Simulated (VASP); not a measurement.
# SnSe (R-3m) in VASP: notebook, part 2 of 2

VASP 6.6.1. The steps go on from the part before.

## 3. Electric field gradients, PBE (equal xy, yz and zx shear strains of +3 %)

The input, INCAR:

```
SYSTEM = SnSe
PREC = Accurate
ENCUT = 400
EDIFF = 1E-8
ISMEAR = -1
SIGMA = 0.02
LREAL = .False.
LASPH = .True.
NELM = 120
ALGO = Normal
ISIF = 2
LWAVE = .False.
LCHARG = .False.
GGA = PE
LEFG = .True.
NBANDS = 17
GGA_COMPAT = .False.
```

The input, KPOINTS:

```
regular mesh
0
Gamma
  9 9 9
  0 0 0
```

The input, POSCAR:

```
SnSe
1.0
    0.0903000000      3.0551500000      3.0551500000
    3.0551500000      0.0903000000      3.0551500000
    3.0551500000      3.0551500000      0.0903000000
Sn Se
1 1
Direct
    0.0000000000      0.0000000000      0.0000000000
    0.5000000000      0.5000000000      0.5000000000
```

Potentials or basis: VASP PAW PBE potentials, release 64 (Sn_d, Se).

Command:

```sh
$ cat potpaw_PBE.64/Sn_d/POTCAR potpaw_PBE.64/Se/POTCAR > POTCAR
$ mpirun -np 1 vasp_std > vasp.out
```

OUTCAR:

```text
SYSTEM = SnSe
   PREC = Accurate
   ENCUT = 400
   EDIFF = 1E-8
   ISMEAR = -1
   LREAL = .False.
   LASPH = .True.
   NELM = 120
   ISIF = 2
   GGA = PE

 ion  position               nearest neighbor table
   1  0.000  0.000  0.000-   2 3.01   2 3.01   2 3.01   2 3.01   2 3.01   2 3.01
   2  0.500  0.500  0.500-   1 3.01   1 3.01   1 3.01   1 3.01   1 3.01   1 3.01

  LATTYP: Found a trigonal (rhomboedric) cell.
 ALAT       =     4.3215780839
 COS(alpha) =     0.5293254421

  Lattice vectors:

 A1 = (   0.0903000000,   3.0551500000,   3.0551500000)
 A2 = (   3.0551500000,   0.0903000000,   3.0551500000)
 A3 = (   3.0551500000,   3.0551500000,   0.0903000000)

Analysis of symmetry for initial positions (statically):
=====================================================================
 Subroutine PRICEL returns:
 Original cell was already a primitive cell.

 Routine SETGRP: Setting up the symmetry group for a
 trigonal (rhombohedral) supercell.

[... 669 lines left out ...]
     0.090300000  3.055150000  3.055150000    -0.171098556  0.166186636  0.166186636
     3.055150000  0.090300000  3.055150000     0.166186636 -0.171098556  0.166186636
     3.055150000  3.055150000  0.090300000     0.166186636  0.166186636 -0.171098556

 POSITION                                       TOTAL-FORCE (eV/Angst)
 -----------------------------------------------------------------------------------
      0.00000      0.00000      0.00000         0.000000     -0.000000      0.000000
      3.10030      3.10030      3.10030        -0.000000      0.000000     -0.000000
 -----------------------------------------------------------------------------------
    total drift:                               -0.000000      0.000000      0.000000

  FREE ENERGIE OF THE ION-ELECTRON SYSTEM (eV)
  ---------------------------------------------------
  free  energy   TOTEN  =        -8.2050102559 eV

  energy  without entropy=       -8.2050059387  energy(sigma->0) =       -8.20500810

 Electric field gradients (V/A^2)
---------------------------------------------------------------------
 ion       V_xx      V_yy      V_zz      V_xy      V_xz      V_yz
---------------------------------------------------------------------
   1      -0.000    -0.000    -0.000    -0.261    -0.261    -0.261
   2       0.000     0.000    -0.000     9.936     9.936     9.936
---------------------------------------------------------------------

 Electric field gradients after diagonalization (V/A^2)
 (convention: |V_zz| > |V_xx| > |V_yy|)
----------------------------------------------------------------------
 ion       V_xx      V_yy      V_zz     asymmetry (V_yy - V_xx)/ V_zz
----------------------------------------------------------------------
   1       0.261     0.261    -0.522       0.000
   2      -9.936    -9.936    19.871       0.000
----------------------------------------------------------------------

           NMR quadrupolar parameters

 Cq : quadrupolar parameter    Cq=e*Q*V_zz/h
 eta: asymmetry parameters     (V_yy - V_xx)/ V_zz
 Q  : nuclear electric quadrupole moment in mb (millibarn)
----------------------------------------------------------------------
 ion       Cq(MHz)       eta       Q (mb)
----------------------------------------------------------------------
   1      -0.001       0.000       1.000
   2       0.048       0.000       1.000
----------------------------------------------------------------------
```

stdout:

```text
POSCAR found type information on POSCAR SnSe
 POSCAR found :  2 types and       2 ions
 scaLAPACK will be used
 LDA part: xc-table for (Slater+PW92), standard interpolation
 POSCAR, INCAR and KPOINTS ok, starting setup
 FFT: planning ... GRIDC
 FFT: planning ... GRID_SOFT
 FFT: planning ... GRID
 WAVECAR not read
 entering main loop
ion   1

ion   2
```

Run time: 85 s. Hardware: 1 thread of AMD EPYC 7R43 (Zen 3), shared host; peak memory 0.15 GiB.

What came out:

```yaml
Free_energy: -8.2050 eV
Pressure: 1.0 GPa
Band_gap_on_the_k_mesh: 0.30 eV, indirect (least direct gap 0.56 eV)
```

Levels at points of the mesh, in eV from the valence-band top:
| k point | band 7 | band 8 | band 9 | band 10 | band 11 | band 12 | band 13 | band 14 |
| --- | --- | --- | --- | --- | --- | --- | --- | --- |
| (0.00, 0.00, 0.00) | -5.18 | -2.53 | -2.15 | -2.15 | 4.21 | 4.21 | 4.29 | 5.41 |

Electric field gradients, principal values (V/Å²):
| atom | least | middle | greatest (by size) |
| --- | --- | --- | --- |
| 1 Sn | 0.261 | 0.261 | -0.522 |
| 2 Se | -9.936 | -9.936 | 19.871 |

Caveat: the cell differs from its parent crystal (equal xy, yz and zx shear strains of +3 %); without QUAD_EFG the Cq values of the log hold for a quadrupole moment of 1 mb, not for the nuclei; spin-orbit coupling is left out, which moves the levels of the heavy elements. A k mesh can miss the band edges.

## 4. Electric field gradients, PBE (equal xy, yz and zx shear strains of -3 %)

The input, INCAR:

```
SYSTEM = SnSe
  ALGO = Normal
  EDIFF = 1E-8
  ENCUT = 520
  GGA = PE
  ISIF = 2
  ISMEAR = -1
  LASPH = .TRUE.
  LCHARG = .FALSE.
  LEFG = .TRUE.
  LREAL = .FALSE.
  LWAVE = .FALSE.
  NBANDS = 17
  NELM = 60
  PREC = Accurate
  SIGMA = 0.02
```

The input, KPOINTS:

```
k-points
0
G
  9 9 9
  0 0 0
```

The input, POSCAR:

```
SnSe
1.0
   -0.0903000000      2.9648500000      2.9648500000
    2.9648500000     -0.0903000000      2.9648500000
    2.9648500000      2.9648500000     -0.0903000000
Sn Se
1 1
Direct
    0.0000000000      0.0000000000      0.0000000000
    0.5000000000      0.5000000000      0.5000000000
```

Potentials or basis: VASP PAW PBE potentials, release 64 (Sn_d, Se).

Command:

```sh
$ cat potpaw_PBE.64/Sn_d/POTCAR potpaw_PBE.64/Se/POTCAR > POTCAR
$ mpirun -np 1 vasp_std > vasp.out
```

OUTCAR:

```text
SYSTEM = SnSe
   EDIFF = 1E-8
   ENCUT = 520
   GGA = PE
   ISIF = 2
   ISMEAR = -1
   LASPH = .TRUE.
   LREAL = .FALSE.
   NELM = 60
   PREC = Accurate

 ion  position               nearest neighbor table
   1  0.000  0.000  0.000-   2 3.01   2 3.01   2 3.01   2 3.01   2 3.01   2 3.01
   2  0.500  0.500  0.500-   1 3.01   1 3.01   1 3.01   1 3.01   1 3.01   1 3.01

  LATTYP: Found a trigonal (rhomboedric) cell.
 ALAT       =     4.1939033292
 COS(alpha) =     0.4693254694

  Lattice vectors:

 A1 = (  -0.0903000000,   2.9648500000,   2.9648500000)
[... 693 lines left out ...]
  free  energy   TOTEN  =        -8.2056947219 eV

  energy  without entropy=       -8.2056927709  energy(sigma->0) =       -8.20569375

 Electric field gradients (V/A^2)
---------------------------------------------------------------------
 ion       V_xx      V_yy      V_zz      V_xy      V_xz      V_yz
---------------------------------------------------------------------
   1      -0.000     0.000    -0.000     0.405     0.405     0.405
   2       0.000    -0.000     0.000   -10.211   -10.211   -10.211
---------------------------------------------------------------------

 Electric field gradients after diagonalization (V/A^2)
 (convention: |V_zz| > |V_xx| > |V_yy|)
----------------------------------------------------------------------
 ion       V_xx      V_yy      V_zz     asymmetry (V_yy - V_xx)/ V_zz
----------------------------------------------------------------------
   1      -0.405    -0.405     0.809       0.000
   2      10.211    10.211   -20.423       0.000
----------------------------------------------------------------------

           NMR quadrupolar parameters

 Cq : quadrupolar parameter    Cq=e*Q*V_zz/h
 eta: asymmetry parameters     (V_yy - V_xx)/ V_zz
 Q  : nuclear electric quadrupole moment in mb (millibarn)
----------------------------------------------------------------------
 ion       Cq(MHz)       eta       Q (mb)
----------------------------------------------------------------------
   1       0.002       0.000       1.000
   2      -0.049       0.000       1.000
----------------------------------------------------------------------
```

OSZICAR:

```text
N       E                     dE             d eps       ncg     rms          rms(c)
DAV:   1     0.133576566880E+03    0.13358E+03   -0.96810E+03  2927   0.145E+03
DAV:   2     0.458709186437E+01   -0.12899E+03   -0.12512E+03  3084   0.349E+02
DAV:   3    -0.805951681833E+01   -0.12647E+02   -0.12541E+02  3458   0.947E+01
DAV:   4    -0.838465209566E+01   -0.32514E+00   -0.32484E+00  3542   0.161E+01
DAV:   5    -0.839338064089E+01   -0.87285E-02   -0.87280E-02  4128   0.260E+00    0.306E+00
DAV:   6    -0.820481472582E+01    0.18857E+00   -0.46590E-01  4162   0.390E+00    0.181E+00
DAV:   7    -0.820358215955E+01    0.12326E-02   -0.83457E-02  3319   0.128E+00    0.908E-01
DAV:   8    -0.820584411535E+01   -0.22620E-02   -0.91279E-03  3594   0.844E-01    0.126E-01
DAV:   9    -0.820561176258E+01    0.23235E-03   -0.15008E-03  4116   0.313E-01    0.532E-02
DAV:  10    -0.820568872988E+01   -0.76967E-04   -0.18364E-04  3372   0.768E-02    0.119E-02
DAV:  11    -0.820569452371E+01   -0.57938E-05   -0.17661E-05  3877   0.372E-02    0.271E-03
DAV:  12    -0.820569484218E+01   -0.31847E-06   -0.13435E-06  3717   0.117E-02    0.153E-03
DAV:  13    -0.820569475845E+01    0.83735E-07   -0.83815E-08  3534   0.259E-03    0.603E-04
DAV:  14    -0.820569469943E+01    0.59013E-07   -0.41894E-08  3250   0.172E-03    0.132E-04
DAV:  15    -0.820569471516E+01   -0.15729E-07   -0.18868E-09  2153   0.413E-04    0.714E-05
DAV:  16    -0.820569472194E+01   -0.67748E-08   -0.20078E-10  1686   0.148E-04
   1 F= -.82056947E+01 E0= -.82056937E+01  d E =-.195101E-05
```

Run time: 59 s. Hardware: 1 thread of Intel Xeon Platinum 8488C (Sapphire Rapids), shared host; peak memory 0.23 GiB.

Results:

| Item | Value |
| --- | --- |
| Free energy | -8.2057 eV |
| Pressure | 1.0 GPa |
| Band gap on the k mesh | 0.34 eV, indirect (least direct gap 0.59 eV) |

Stress tensor (GPa, compression positive):
```
1.03 0.52 0.52
0.52 1.03 0.52
0.52 0.52 1.03
```

Electric field gradients, principal values (V/Å²):
| atom | least | middle | greatest (by size) |
| --- | --- | --- | --- |
| 1 Sn | -0.405 | -0.405 | 0.809 |
| 2 Se | 10.211 | 10.211 | -20.423 |

Caveat: the cell differs from its parent crystal (equal xy, yz and zx shear strains of -3 %); without QUAD_EFG the Cq values of the log hold for a quadrupole moment of 1 mb, not for the nuclei; spin-orbit coupling is left out, which moves the levels of the heavy elements. A k mesh can miss the band edges.

## 5. Summary

| cell | cutoff (eV) | gap on the mesh (eV) | pressure (GPa) |
| --- | --- | --- | --- |
| a = 4.278 Å, angles 59.3°, 2 atoms | 400 | 0.53 | 1.0 |
| a = 4.322 Å, angles 58.0°, 2 atoms | 400 | 0.30 | 1.0 |
| a = 4.194 Å, angles 62.0°, 2 atoms | 520 | 0.34 | 1.0 |

Alike in all rows: task electric field gradients; level PBE; potentials or basis VASP PAW PBE potentials, release 64 (Sn_d, Se); no spin polarisation; k mesh 9 × 9 × 9; smearing fermi-dirac 0.02 eV.

Caveats: spin-orbit coupling is left out, which moves the levels of the heavy elements.

Total energies depend on the potentials used, so only differences within one code and one set of settings carry meaning.
